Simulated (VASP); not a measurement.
SnO2: single point with LDA

Crystal: SnO2.

```
CELL_PARAMETERS angstrom
4.72013 0.00000 0.00000
0.00000 4.72063 0.00000
0.00000 0.00000 3.18882
ATOMIC_POSITIONS crystal
Sn 0.50000 0.50000 0.50000
Sn 0.00000 0.00000 0.00000
O 0.30599 0.30617 0.00000
O 0.80599 0.19383 0.50000
O 0.19401 0.80617 0.50000
O 0.69401 0.69383 0.00000
```

```json
{"Program": "VASP 6.6.1", "Task": "single point", "Functional": "LDA", "Potentials or basis": "VASP PAW LDA potentials, release 64 (Sn_d, O)", "Cutoff": "520 eV", "k mesh": "6 × 6 × 10", "Occupations": "gaussian, width 0.05 eV", "Spin": "no spin polarisation", "Dipole correction": "no", "Further INCAR settings": "ALGO = Normal; EDIFF = 1e-06; NBANDS = 35"}
```

```json
{
 "Pressure": "1.4 GPa",
 "Largest force": "0.028 eV/Å",
 "Band gap on the k mesh": "1.21 eV"
}
```

Forces in eV/Å, atoms in the order of the input:
```
Sn   0.000  0.000  0.000
Sn   0.000  0.000  0.000
O   -0.019 -0.020  0.000
O   -0.019  0.020  0.000
O    0.019 -0.020  0.000
O    0.019  0.020  0.000
```

Stress tensor (GPa, compression positive):
```
1.19 0.00 0.00
0.00 1.19 0.00
0.00 0.00 1.76
```

Levels at points of the mesh, in eV from the valence-band top:
```
           k point  band 24  band 25  band 26  band 27  band 28  band 29
(0.00, 0.00, 0.00)    -0.81    -0.81     0.00     1.21     5.97     6.08
(0.50, 0.00, 0.00)    -1.24    -0.65    -0.65     4.37     4.37     6.84
(0.00, 0.50, 0.00)    -1.24    -0.65    -0.65     4.37     4.37     6.84
(0.50, 0.50, 0.00)    -1.36    -0.92    -0.92     4.76     4.76     7.33
(0.00, 0.00, 0.50)    -1.74    -1.29    -1.29     6.09     6.09     9.55
(0.50, 0.00, 0.50)    -1.14    -0.72    -0.72     6.37     6.37     7.91
(0.00, 0.50, 0.50)    -1.14    -0.72    -0.72     6.37     6.37     7.91
(0.50, 0.50, 0.50)    -0.99    -0.85    -0.85     4.74     4.74     8.65
```

Wall time 3 min on 1 thread of Intel Xeon 8259CL, on a shared host, peak memory 0.28 GiB.

Caveat: spin-orbit coupling is left out, which moves the levels of the heavy elements.
